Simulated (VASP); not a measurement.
# Pt (Fm-3m) in VASP: notebook, part 2 of 3

VASP 6.6.1.

**3. Relaxation of cell and atoms, RPBE**

INCAR reads:

```
SYSTEM = Pt
  PREC = Accurate
  ENCUT = 600
  EDIFF = 1E-6
  ISMEAR = 1
  SIGMA = 0.1
  LREAL = .FALSE.
  LASPH = .TRUE.
  NELM = 60
  ALGO = Normal
  ISIF = 3
  LWAVE = .FALSE.
  LCHARG = .FALSE.
  GGA = RP
  IBRION = 2
  NSW = 80
  EDIFFG = -0.03
```

KPOINTS reads:

```
Automatic mesh
0
G
  13 13 13
  0 0 0
```

POSCAR reads:

```
Pt
1.0
    0.0000000000      1.9609000000      1.9609000000
    1.9609000000      0.0000000000      1.9609000000
    1.9609000000      1.9609000000      0.0000000000
Pt
1
Direct
    0.0000000000      0.0000000000      0.0000000000
```

Potentials or basis: VASP PAW PBE potentials, release 64 (Pt).

Run with:

```
$ cat potpaw_PBE.64/Pt/POTCAR > POTCAR
$ mpirun -np 1 vasp_std > vasp.out
```

OUTCAR:

```text
SYSTEM = Pt
   PREC = Accurate
   ENCUT = 600
   EDIFF = 1E-6
   ISMEAR = 1
   LREAL = .FALSE.
   LASPH = .TRUE.
   NELM = 60
   ISIF = 3
   GGA = RP
   IBRION = 2
   NSW = 80
   EDIFFG = -0.03

 ion  position               nearest neighbor table
   1  0.000  0.000  0.000-

  LATTYP: Found a face centered cubic cell.
 ALAT       =     3.9218000000

  Lattice vectors:

 A1 = (   0.0000000000,   1.9609000000,   1.9609000000)
 A2 = (   1.9609000000,   0.0000000000,   1.9609000000)
 A3 = (   1.9609000000,   1.9609000000,   0.0000000000)

Analysis of symmetry for initial positions (statically):
=====================================================================
 Subroutine PRICEL returns:
 Original cell was already a primitive cell.

 Routine SETGRP: Setting up the symmetry group for a
 face centered cubic supercell.

 Subroutine GETGRP returns: Found 48 space group operations
 (whereof 48 operations were pure point group operations)
 out of a pool of 48 trial point group operations.

The static configuration has the point symmetry O_h .

Analysis of symmetry for dynamics (positions and initial velocities):
=====================================================================
 Subroutine PRICEL returns:
 Original cell was already a primitive cell.

 Routine SETGRP: Setting up the symmetry group for a
 face centered cubic supercell.

 Subroutine GETGRP returns: Found 48 space group operations
 (whereof 48 operations were pure point group operations)
 out of a pool of 48 trial point group operations.

The dynamic configuration has the point symmetry O_h .

 Subroutine INISYM returns: Found 48 space group operations
 (whereof 48 operations are pure point group operations),
 and found     1 'primitive' translations

----------------------------------------------------------------------------------------

                                     Primitive cell

  volume of cell :      15.0798

  direct lattice vectors                    reciprocal lattice vectors
     0.000000000  1.960900000  1.960900000    -0.254984956  0.254984956  0.254984956
     1.960900000  0.000000000  1.960900000     0.254984956 -0.254984956  0.254984956
     1.960900000  1.960900000  0.000000000     0.254984956  0.254984956 -0.254984956

  length of vectors
     2.773131374  2.773131374  2.773131374     0.441646899  0.441646899  0.441646899

  position of ions in fractional coordinates (direct lattice)
     0.000000000  0.000000000  0.000000000

  ion indices of the primitive-cell ions
   primitive index   ion index
                 1           1

----------------------------------------------------------------------------------------

 KPOINTS: Automatic mesh

Automatic generation of k-mesh.
 Grid dimensions read from file:
 generate k-points for:   13   13   13

 Generating k-lattice:

  Cartesian coordinates                     Fractional coordinates (reciprocal lattice)
    -0.019614227  0.019614227  0.019614227     0.076923077  0.000000000  0.000000000
     0.019614227 -0.019614227  0.019614227     0.000000000  0.076923077  0.000000000
     0.019614227  0.019614227 -0.019614227     0.000000000  0.000000000  0.076923077

  Length of vectors
     0.033972838  0.033972838  0.033972838

  Shift w.r.t. Gamma in fractional coordinates (k-lattice)
     0.000000000  0.000000000  0.000000000

 Subroutine IBZKPT returns following result:
 ===========================================

 Found     84 irreducible k-points:

 Following reciprocal coordinates:
            Coordinates               Weight
  0.000000  0.000000  0.000000      1.000000
  0.076923  0.000000  0.000000      8.000000
  0.153846  0.000000  0.000000      8.000000
  0.230769  0.000000  0.000000      8.000000
  0.307692  0.000000  0.000000      8.000000
  0.384615  0.000000  0.000000      8.000000
[... 16 lines left out ...]
  0.384615  0.153846  0.000000     24.000000
  0.461538  0.153846  0.000000     24.000000
 [... further k-points ...]
   k-points           NKPTS =     84   k-points in BZ     NKDIM =     84   number of bands    NBANDS=      9
   number of dos      NEDOS =    301   number of ions     NIONS =      1
   total plane-waves  NPLWV =  13824
   dimension x,y,z NGX =    24 NGY =   24 NGZ =   24
   dimension x,y,z NGXF=    48 NGYF=   48 NGZF=   48
   ions per type =               1
   NGX,Y,Z   is equivalent  to a cutoff of  14.39, 14.39, 14.39 a.u.
   NGXF,Y,Z  is equivalent  to a cutoff of  28.78, 28.78, 28.78 a.u.
 SYSTEM =  Pt
   PREC   = accura    normal or accurate (medium, high low for compatibility)
   ISTART =      0    job   : 0-new  1-cont  2-samecut
   ICHARG =      2    charge: 1-file 2-atom 10-const
   ISPIN  =      1    spin polarized calculation?
   LNONCOLLINEAR =      F non collinear calculations
   LSORBIT =      F    spin-orbit coupling
   LASPH  =      T    aspherical Exc in radial PAW
   ENCUT  =  600.0 eV  44.10 Ry    6.64 a.u.   5.54  5.54  5.54*2*pi/ulx,y,z
   NELM   =     60;   NELMIN=  2; NELMDL= -5     # of ELM steps
   EDIFF  = 0.1E-05   stopping-criterion for ELM
   LREAL  =      F    real-space projection
   EDIFFG = -.3E-01   stopping-criterion for IOM
   NSW    =     80    number of steps for IOM
   IBRION =      2    ionic relax: 0-MD 1-quasi-New 2-CG
   NFREE  =      1    steps in history (QN), initial steepest desc. (CG)
   ISIF   =      3    stress and relaxation
   ISYM   =      2    0-nonsym 1-usesym 2-fastsym
   POTIM  = 0.5000    time-step for ionic-motion
   TEBEG  =    0.0;   TEEND  =   0.0 temperature during run
   PSTRESS=    0.0 pullay stress
   NELECT =      10.0000    total number of electrons
   NUPDOWN=      -1.0000    fix difference up-down
   EMIN   =  10.00;   EMAX   =-10.00  energy-range for DOS
   EFERMI =   0.00;   METHOD = LEGACY
   ISMEAR =     1;   SIGMA  =   0.10  broadening in eV -4-tet -1-fermi 0-gaus
   EFERMI_NEDOS =   21; number of points for ismear=-14 and -15
   IALGO  =     38    algorithm
   IMIX   =      4    mixing-type and parameters
     AMIX     =   0.40;   BMIX     =  1.00
     AMIX_MAG =   1.60;   BMIX_MAG =  1.00
  volume/ion in A,a.u.               =      15.08       101.76
  Fermi-wavevector in a.u.,A,eV,Ry     =   1.427609  2.697791 27.729605  2.038068
  Thomas-Fermi vector in A             =   2.547760
   LORBIT       =      0    0 simple, 1 ext, 2 COOP (PROOUT), +10 PAW based schemes
   GGA     = RP    functional components
   LHFCALC =     F    Hartree Fock is set to
   AEXX    =    0.0000 exact exchange contribution
   IVDW    =     0    specifies the selected vdW correction
   LEPSILON=     F    determine dielectric tensor
   LRPA    =     F    only Hartree local field effects (RPA)
 conjugate gradient relaxation of ions
 non-spin polarized calculation
 Methfessel and Paxton  Order N= 1 SIGMA  =   0.10
  energy-cutoff  :      600.00
  volume of cell :       15.08
 maximum number of plane-waves:       531
 NGX is ok and might be reduce to    24
   NGX = 11   NGY = 11   NGZ = 11

--------------------------------------- Ionic step        1  -------------------------------------------

 number of electron      10.0000000 magnetization

 Free energy of the ion-electron system (eV)
  ---------------------------------------------------
  ext. energy  EPLUGINS =         0.00000000
  ---------------------------------------------------
  free energy    TOTEN  =        -5.41616729 eV

  energy without entropy =       -5.41508964  energy(sigma->0) =       -5.41580807

------------------------ aborting loop because EDIFF is reached ----------------------------------------

  FORCE on cell =-STRESS in cart. coord.  units (eV):
  Direction    XX          YY          ZZ          XY          YZ          ZX
  --------------------------------------------------------------------------------------
  -------------------------------------------------------------------------------------
  Total        1.2856942      1.2856942      1.2856942      0.0000000      0.0000000      0.0000000
  in kB      136.6003843    136.6003843    136.6003843      0.0000000      0.0000000      0.0000000
  external PRESSURE =     136.6003843 kB  Pullay stress =       0.0000000 kB
[... 22 lines left out ...]
--------------------------------------- Ionic step        2  -------------------------------------------

 number of electron      10.0000000 magnetization

 E-fermi :   8.2013     XC(G=0): -12.3539

 val. band max:        8.2002108795   @ k =  -0.4615   0.2308   0.0000
 cond. band min:       8.2013539447   @ k =   0.4615   0.0769   0.0000
 fundamental gap:      0.0011430651
 Fermi energy:         8.2012889872

 k-point     1 :       0.0000    0.0000    0.0000
  band No.  band energies     occupation
      1      -0.0937      2.00000
      2       5.3958      2.00000
      3       5.3958      2.00000
      4       5.3958      2.00000
      5       6.9795      2.00000
      6       6.9795      2.00000
      7      23.1505      0.00000
      8      27.1454      0.00000
      9      27.1454      0.00000
[... 345 lines left out ...]
--------------------------------------- Ionic step        4  -------------------------------------------

 number of electron      10.0000001 magnetization

 Free energy of the ion-electron system (eV)
  ---------------------------------------------------
  ext. energy  EPLUGINS =         0.00000000
  ---------------------------------------------------
  free energy    TOTEN  =        -5.44794842 eV

  energy without entropy =       -5.44674817  energy(sigma->0) =       -5.44754833

 E-fermi :  10.3752     XC(G=0): -13.1261

 val. band max:       10.3709289921   @ k =  -0.4615   0.3077   0.0769
 cond. band min:      10.3906062926   @ k =  -0.4615   0.2308   0.0000
 fundamental gap:      0.0196773004
 Fermi energy:        10.3752199658

 k-point     1 :       0.0000    0.0000    0.0000
  band No.  band energies     occupation
      1       0.7714      2.00000
      2       6.9026      2.00000
      3       6.9026      2.00000
      4       6.9026      2.00000
      5       8.8706      2.00000
      6       8.8706      2.00000
      7      25.1363      0.00000
      8      29.8386      0.00000
      9      29.8386      0.00000
[... 304 lines left out ...]
  FREE ENERGIE OF THE ION-ELECTRON SYSTEM (eV)
  ---------------------------------------------------
  free  energy   TOTEN  =        -5.4479484163 eV

  energy  without entropy=       -5.4467481672  energy(sigma->0) =       -5.44754833

 reached required accuracy - stopping structural energy minimisation
```

OSZICAR:

```text
N       E                     dE             d eps       ncg     rms          rms(c)
DAV:   1     0.422980223909E+02    0.42298E+02   -0.59978E+03  1544   0.116E+03
DAV:   2    -0.529281313103E+01   -0.47591E+02   -0.46016E+02  1585   0.200E+02
[... 27 lines left out ...]
   3 F= -.54478731E+01 E0= -.54474698E+01  d E =-.317058E-01
       N       E                     dE             d eps       ncg     rms          rms(c)
DAV:   1    -0.544840920708E+01   -0.53679E-03   -0.10466E-02  1535   0.108E+00    0.138E-01
DAV:   2    -0.544796616678E+01    0.44304E-03   -0.13629E-03  1520   0.323E-01    0.537E-02
DAV:   3    -0.544794532764E+01    0.20839E-04   -0.11338E-04  1563   0.867E-02    0.327E-02
DAV:   4    -0.544794839960E+01   -0.30720E-05   -0.46669E-06  1637   0.179E-02    0.118E-03
DAV:   5    -0.544794841634E+01   -0.16740E-07   -0.69015E-08   756   0.252E-03
   4 F= -.54479484E+01 E0= -.54475483E+01  d E =-.317811E-01
```

CONTCAR:

```text
Pt
   1.00000000000000
     0.0000000000000000    1.9947616333525879    1.9947616333525879
     1.9947616333525879    0.0000000000000000    1.9947616333525879
     1.9947616333525879    1.9947616333525879    0.0000000000000000
  Pt
     1
Direct
     0.0000000000000000    0.0000000000000000    0.0000000000000000

  0.00000000E+00  0.00000000E+00  0.00000000E+00
```

It took 34 s on 1 thread of Intel Xeon Platinum 8124M at 3.00GHz (Skylake/Cascade Lake), shared host; peak memory 0.16 GiB.

Results:

```
Free energy                            : -5.4479 eV
Relaxed volume                         : 15.87 Å³/atom
Relaxed cell                           : a = 2.821 Å, b = 2.821 Å, c = 2.821 Å, α = 60.00°, β = 60.00°, γ = 60.00°
Space group after relaxing (to 0.05 Å) : Fm-3m (No. 225)
Energy gained by relaxing              : 31.8 meV/atom
Ionic steps                            : 4
Pressure after relaxing                : -0.1 GPa
Band gap on the k mesh                 : zero (band 5 reaches 10.76 eV, above the bottom of band 6 at 8.77 eV)
```

Step by step:
| step | energy change (eV) | largest force (eV/Å) | pressure (GPa) | volume (Å³) |
| --- | --- | --- | --- | --- |
| 1 | 0.0000 | 0.0000 | 13.66 | 15.08 |
| 2 | 0.1327 | 0.0000 | -20.72 | 18.06 |
| 3 | -0.0317 | 0.0000 | -0.57 | 15.91 |
| 4 | -0.0318 | 0.0000 | -0.07 | 15.87 |

Final structure:
```
CELL_PARAMETERS angstrom
0.00000 1.99476 1.99476
1.99476 0.00000 1.99476
1.99476 1.99476 0.00000
ATOMIC_POSITIONS crystal
Pt 0.00000 0.00000 0.00000
```

Levels at points of the mesh, in eV from the Fermi level:
```tsv
k point	band 2	band 3	band 4	band 5	band 6	band 7	band 8	band 9
(0.00, 0.00, 0.00)	-3.47	-3.47	-3.47	-1.50	-1.50	14.76	19.46	19.46
```

Caveat: the PAW data sets were made with another functional, which shifts forces and pressure a little; spin-orbit coupling is left out, which moves the levels of the heavy elements.

(Part 2 of 3 ends here.)
